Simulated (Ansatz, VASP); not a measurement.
**Sn in VASP and in Ansatz**

The input POSCAR:

```
Sn
1.0
    0.0000000000      3.2174111744      3.2174111744
    3.2174111744      0.0000000000      3.2174111744
    3.2174111744      3.2174111744      0.0000000000
Sn
2
Direct
    0.0000000000      0.0000000000      0.0000000000
    0.2500000000      0.2500000000      0.2500000000
```

INCAR.step1

```
  PREC = Accurate
  ENCUT = 520
  ISMEAR = -1
  SIGMA = 0.02
  LREAL = F
  LASPH = T
  NELM = 80
  NBANDS = 21
  GGA = PE
  ALGO = Normal
  EDIFF = 1E-4
  LWAVE = T
  LCHARG = F
```

INCAR.step2

```
  PREC = Accurate
  ENCUT = 520
  EDIFF = 1E-6
  ISMEAR = -1
  SIGMA = 0.02
  LREAL = F
  LASPH = T
  NELM = 80
  ALGO = Normal
  ISIF = 2
  LWAVE = F
  LCHARG = F
  METAGGA = R2SCAN
  LMIXTAU = T
  NBANDS = 21
  ISTART = 1
```

KPOINTS

```
Automatic mesh
0
Gamma
  6 6 6
```

Input for Ansatz:

```yaml
crystal:
  lattice:
    - [0.0, 3.2174111744, 3.2174111744]
    - [3.2174111744, 0.0, 3.2174111744]
    - [3.2174111744, 3.2174111744, 0.0]
  atoms:
    - { symbol: Sn, position: [0.0, 0.0, 0.0] }
    - { symbol: Sn, position: [0.25, 0.25, 0.25] }
kpoints:
  mp_grid: { grid: [6, 6, 6] }
hamiltonian:
  xc: r2scan
scf:
  occupations: { method: fermi_dirac, width: 0.02 }
  n_extra_bands: 4
output:
  forces: true
  stress: true
  eigenvalues: true
```

Alike in both runs: task single point; functional r2SCAN; k mesh 6 × 6 × 6; occupations fermi-dirac, width 0.02 eV; no spin polarisation.

|  | VASP | Ansatz |
| --- | --- | --- |
| version | VASP 6.6.1 | Ansatz 0.2.0 |
| potentials or method | VASP PAW PBE potentials, release 64 (Sn_d) | plane waves, PAW |
| plane-wave cutoff (eV) | 520 | 500 |
| valence electrons in the cell | 28 | 28 |

```tsv
	VASP	Ansatz	Ansatz less VASP
pressure (GPa)	3.1	3.1	+0.04
```

VASP's potentials were made for PBE, not for r2SCAN.
